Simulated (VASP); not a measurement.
# Ca3Zr2N (P4/mmm) in VASP: relaxation of cell and atoms with PBE

Aim: the relaxation of cell and atoms of Ca3Zr2N with PBE.

All numbers are computed with VASP 6.6.1; they aren't measurements. Logs are shortened: lines on timing, memory, paths and dates and some standing lists are left out, and cuts for length are marked.

## 1. The cell of the first run

Symmetry: P4/mmm, No. 123, tetragonal system. The conventional cell has a = 6.369 Å, b = 6.369 Å, c = 4.609 Å, α = 90.00°, β = 90.00°, γ = 90.00°. Ca (site symmetry 4/mmm) has 2 Zr at 2.30 Å within 3.0 Å. Within 4.2 Å of Ca (site symmetry mmm) lie 4 Zr at 3.18 Å and 4 Ca at 3.93 Å and 4 N at 3.93 Å. Zr (site symmetry 4/mmm) has 2 Ca at 2.30 Å within 3.0 Å. Zr (site symmetry 4/mmm) has 2 N at 2.30 Å within 3.0 Å. N (site symmetry 4/mmm) has 2 Zr at 2.30 Å within 3.0 Å.

The cell was generated, and may not be a known phase.

## 2. Relaxation of cell and atoms, PBE

Input file INCAR:

```
SYSTEM = Ca3Zr2N
  ALGO = Normal
  EDIFF = 1E-7
  EDIFFG = -0.01
  ENCUT = 600
  GGA = PE
  IBRION = 2
  ISIF = 3
  ISMEAR = 0
  LASPH = .TRUE.
  LCHARG = .FALSE.
  LREAL = .FALSE.
  LWAVE = .FALSE.
  NELM = 80
  NSW = 100
  PREC = Accurate
  SIGMA = 0.1
```

Input file KPOINTS:

```
k-points
0
G
  6 6 8
  0 0 0
```

Input file POSCAR:

```
Ca3Zr2N
1.0
    6.3687108248      0.0000000000      0.0000000000
    0.0000000000      6.3687108248      0.0000000000
    0.0000000000      0.0000000000      4.6092722999
Ca Zr N
3 2 1
Direct
    0.0000000000      0.0000000000      0.0000000000
    0.0000000000      0.5000000000      0.5000000000
    0.5000000000      0.0000000000      0.5000000000
    0.0000000000      0.0000000000      0.5000000000
    0.5000000000      0.5000000000      0.5000000000
    0.5000000000      0.5000000000      0.0000000000
```

Potentials or basis: VASP PAW PBE potentials, release 64 (Ca_sv, Zr_sv, N).

The run is started by

```
> cat potpaw_PBE.64/Ca_sv/POTCAR potpaw_PBE.64/Zr_sv/POTCAR potpaw_PBE.64/N/POTCAR > POTCAR
> mpirun -np 1 vasp_std > vasp.out
```

OUTCAR:

```text
SYSTEM = Ca3Zr2N
   EDIFF = 1E-7
   EDIFFG = -0.01
   ENCUT = 600
   GGA = PE
   IBRION = 2
   ISIF = 3
   ISMEAR = 0
   LASPH = .TRUE.
   LREAL = .FALSE.
   NELM = 80
   NSW = 100
   PREC = Accurate

 ion  position               nearest neighbor table
   1  0.000  0.000  0.000-   4 2.30   4 2.30
   2  0.000  0.500  0.500-   4 3.18   5 3.18   4 3.18   5 3.18
   3  0.500  0.000  0.500-   4 3.18   5 3.18   5 3.18   4 3.18
   4  0.000  0.000  0.500-   1 2.30   1 2.30   3 3.18   2 3.18   2 3.18   3 3.18
   5  0.500  0.500  0.500-   6 2.30   6 2.30   2 3.18   3 3.18   3 3.18   2 3.18
   6  0.500  0.500  0.000-   5 2.30   5 2.30

  LATTYP: Found a simple tetragonal cell.
 ALAT       =     6.3687108248
 C/A-ratio  =     0.7237370995

  Lattice vectors:

 A1 = (   6.3687108248,   0.0000000000,   0.0000000000)
 A2 = (   0.0000000000,   6.3687108248,   0.0000000000)
 A3 = (   0.0000000000,   0.0000000000,   4.6092722999)

Analysis of symmetry for initial positions (statically):
=====================================================================
 Subroutine PRICEL returns:
 Original cell was already a primitive cell.

 Routine SETGRP: Setting up the symmetry group for a
 simple tetragonal supercell.

 Subroutine GETGRP returns: Found 16 space group operations
 (whereof 16 operations were pure point group operations)
 out of a pool of 16 trial point group operations.

The static configuration has the point symmetry D_4h.

Analysis of symmetry for dynamics (positions and initial velocities):
=====================================================================
 Subroutine PRICEL returns:
 Original cell was already a primitive cell.

 Routine SETGRP: Setting up the symmetry group for a
 simple tetragonal supercell.

 Subroutine GETGRP returns: Found 16 space group operations
 (whereof 16 operations were pure point group operations)
 out of a pool of 16 trial point group operations.

The dynamic configuration has the point symmetry D_4h.

 Subroutine INISYM returns: Found 16 space group operations
 (whereof 16 operations are pure point group operations),
 and found     1 'primitive' translations

----------------------------------------------------------------------------------------

                                     Primitive cell

[... 164 lines left out ...]
      direct lattice vectors                 reciprocal lattice vectors
     6.368710825  0.000000000  0.000000000     0.157017649  0.000000000  0.000000000
     0.000000000  6.368710825  0.000000000     0.000000000  0.157017649  0.000000000
     0.000000000  0.000000000  4.609272300     0.000000000  0.000000000  0.216953986

 POSITION                                       TOTAL-FORCE (eV/Angst)
 -----------------------------------------------------------------------------------
      0.00000      0.00000      0.00000         0.000000      0.000000      0.000000
      0.00000      3.18436      2.30464         0.000000      0.000000      0.000000
      3.18436      0.00000      2.30464         0.000000      0.000000      0.000000
      0.00000      0.00000      2.30464         0.000000      0.000000      0.000000
      3.18436      3.18436      2.30464         0.000000      0.000000      0.000000
      3.18436      3.18436      0.00000         0.000000      0.000000      0.000000
 -----------------------------------------------------------------------------------
    total drift:                                0.000000      0.000000      0.000000

  FREE ENERGIE OF THE ION-ELECTRON SYSTEM (eV)
  ---------------------------------------------------
  free  energy   TOTEN  =       -23.0926723393 eV

  energy  without entropy=      -23.0324651334  energy(sigma->0) =      -23.06256874

--------------------------------------- Ionic step        2  -------------------------------------------

 number of electron      58.9999997 magnetization

 Free energy of the ion-electron system (eV)
  ---------------------------------------------------
  ext. energy  EPLUGINS =         0.00000000
  ---------------------------------------------------
  free energy    TOTEN  =       -23.09568278 eV

  energy without entropy =      -23.03402651  energy(sigma->0) =      -23.06485465

 E-fermi :   2.9077     XC(G=0):  -8.4183

 val. band max:        2.9036325792   @ k =   0.5000   0.3333   0.1250
 cond. band min:       2.9115461194   @ k =   0.3333   0.3333   0.0000
 fundamental gap:      0.0079135403
 Fermi energy:         2.9077088213

 k-point     1 :       0.0000    0.0000    0.0000
  band No.  band energies     occupation
      1     -46.4092      2.00000
      2     -45.4937      2.00000
      3     -38.4486      2.00000
      4     -38.4479      2.00000
      5     -37.3893      2.00000
      6     -24.7618      2.00000
[... 901 lines left out ...]
     34       4.0968      0.00000
     35       4.3406      0.00000

 [... further k-points ...]

------------------------ aborting loop because EDIFF is reached ----------------------------------------

  FORCE on cell =-STRESS in cart. coord.  units (eV):
  Direction    XX          YY          ZZ          XY          YZ          ZX
  --------------------------------------------------------------------------------------
  -------------------------------------------------------------------------------------
  Total        0.0307874      0.0307874      0.0562337      0.0000000      0.0000000      0.0000000
  in kB        0.2613363      0.2613363      0.4773355      0.0000000      0.0000000      0.0000000
  external PRESSURE =       0.3333360 kB  Pullay stress =       0.0000000 kB

 VOLUME and BASIS-vectors are now :
 -----------------------------------------------------------------------------
  energy-cutoff  :      600.00
  volume of cell :      188.75
      direct lattice vectors                 reciprocal lattice vectors
     6.379279114  0.000000000  0.000000000     0.156757524  0.000000000  0.000000000
     0.000000000  6.379279114 -0.000000000     0.000000000  0.156757524 -0.000000000
     0.000000000  0.000000000  4.638103982     0.000000000  0.000000000  0.215605343

 POSITION                                       TOTAL-FORCE (eV/Angst)
 -----------------------------------------------------------------------------------
      0.00000      0.00000      0.00000         0.000000     -0.000000      0.000000
      0.00000      3.18964      2.31905         0.000000      0.000000      0.000000
      3.18964      0.00000      2.31905         0.000000     -0.000000      0.000000
      0.00000      0.00000      2.31905         0.000000     -0.000000      0.000000
      3.18964      3.18964      2.31905         0.000000      0.000000      0.000000
      3.18964      3.18964     -0.00000         0.000000     -0.000000      0.000000
 -----------------------------------------------------------------------------------
    total drift:                                0.000000      0.000000      0.000000

  FREE ENERGIE OF THE ION-ELECTRON SYSTEM (eV)
  ---------------------------------------------------
  free  energy   TOTEN  =       -23.0956827821 eV

  energy  without entropy=      -23.0340265080  energy(sigma->0) =      -23.06485465

 reached required accuracy - stopping structural energy minimisation
```

CONTCAR:

```text
Ca3Zr2N
   1.00000000000000
     6.3792791142917515    0.0000000000000000    0.0000000000000000
     0.0000000000000000    6.3792791142917515   -0.0000000000000000
     0.0000000000000000    0.0000000000000000    4.6381039823642176
  Ca              Zr              N
     3     2     1
Direct
     0.0000000000000000    0.0000000000000000    0.0000000000000000
     0.0000000000000000    0.5000000000000000    0.5000000000000000
     0.5000000000000000    0.0000000000000000    0.5000000000000000
     0.0000000000000000    0.0000000000000000    0.5000000000000000
     0.5000000000000000    0.5000000000000000    0.5000000000000000
     0.5000000000000000    0.5000000000000000    0.0000000000000000

  0.00000000E+00  0.00000000E+00  0.00000000E+00
  0.00000000E+00  0.00000000E+00  0.00000000E+00
  0.00000000E+00  0.00000000E+00  0.00000000E+00
  0.00000000E+00  0.00000000E+00  0.00000000E+00
  0.00000000E+00  0.00000000E+00  0.00000000E+00
  0.00000000E+00  0.00000000E+00  0.00000000E+00
```

Wall time 33 min (1 thread of Intel Xeon 8259CL, shared host); peak memory 0.6 GiB.

What came out:

```yaml
Free_energy: -23.0957 eV
Relaxed_volume: 31.46 Å³/atom
Relaxed_cell: a = 6.379 Å, b = 6.379 Å, c = 4.638 Å, α = 90.00°, β = 90.00°, γ = 90.00°
Space_group_after_relaxing_to_0.1_Å: P4/mmm (No. 123)
Energy_gained_by_relaxing: 0.5 meV/atom
Ionic_steps: 2
Pressure_after_relaxing: 0.0 GPa
Band_gap_on_the_k_mesh: zero (an odd number of electrons rules out a gap without spin polarisation)
```

The path:
| step | energy change (eV) | largest force (eV/Å) | pressure (GPa) | volume (Å³) |
| --- | --- | --- | --- | --- |
| 1 | 0.0000 | 0.0000 | 0.34 | 186.95 |
| 2 | -0.0030 | 0.0000 | 0.03 | 188.75 |

Final structure:
```
Ca Zr N
1.0
     6.37928    0.00000    0.00000
     0.00000    6.37928    0.00000
     0.00000    0.00000    4.63810
Ca Zr N
3 2 1
Direct
  0.00000 0.00000 0.00000
  0.00000 0.50000 0.50000
  0.50000 0.00000 0.50000
  0.00000 0.00000 0.50000
  0.50000 0.50000 0.50000
  0.50000 0.50000 0.00000
```
